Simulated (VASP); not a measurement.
Pt: relaxation of cell and atoms with PBE

The system is Pt.

```
CELL_PARAMETERS angstrom
0.00000 1.99312 1.99312
1.99312 0.00000 1.99312
1.99312 1.99312 0.00000
ATOMIC_POSITIONS crystal
Pt 0.00000 0.00000 0.00000
```

| Property | Result |
| --- | --- |
| Program | VASP 6.6.1 |
| Task | relaxation of cell and atoms |
| Functional | PBE |
| Potentials or basis | VASP PAW PBE potentials, release 64 (Pt) |
| Cutoff | 600 eV |
| k mesh | 17 × 17 × 17 |
| Occupations | fermi-dirac, width 0.05 eV |
| Spin | no spin polarisation |
| Target pressure | -2.9 GPa |
| Dipole correction | no |
| Further INCAR settings | ALGO = Normal; EDIFF = 1e-06; IBRION = 2; EDIFFG = -0.005; NSW = 32; ISIF = 3 |

The relaxed volume is 15.81 Å³/atom. The relaxed cell is a = 2.817 Å, b = 2.817 Å, c = 2.817 Å, α = 60.00°, β = 60.00°, γ = 60.00° and the space group after relaxing (to 0.05 Å) is Fm-3m (No. 225). The energy change on relaxing (the enthalpy is what falls) is -0.5 meV/atom and the ionic steps are 3. The pressure after relaxing is -2.9 GPa and the band gap on the k mesh is zero (band 5 reaches 10.79 eV, above the bottom of band 6 at 8.78 eV).

The path:
```csv
step,energy change (eV),largest force (eV/Å),pressure (GPa),volume (Å³)
1,0.0000,0.0000,-3.28,15.84
2,-0.0014,0.0000,-2.01,15.75
3,-0.0005,0.0000,-2.88,15.81
```

Final structure:
```
Pt
1.0
     0.00000    1.99198    1.99198
     1.99198    0.00000    1.99198
     1.99198    1.99198    0.00000
Pt
1
Direct
  0.00000 0.00000 0.00000
```

Levels at points of the mesh, in eV from the Fermi level:
```csv
k point,band 3,band 4,band 5,band 6,band 7,band 8
"(0.00, 0.00, 0.00)",-3.50,-3.50,-1.51,-1.51,14.77,19.47
```

It took 14 s on 1 thread of Intel(R) Xeon(R) 6975P-C (Granite Rapids), on a shared host, peak memory 0.16 GiB.

Caveat: the cell is relaxed towards a set pressure, so the enthalpy falls and the energy may rise; spin-orbit coupling is left out, which moves the levels of the heavy elements.
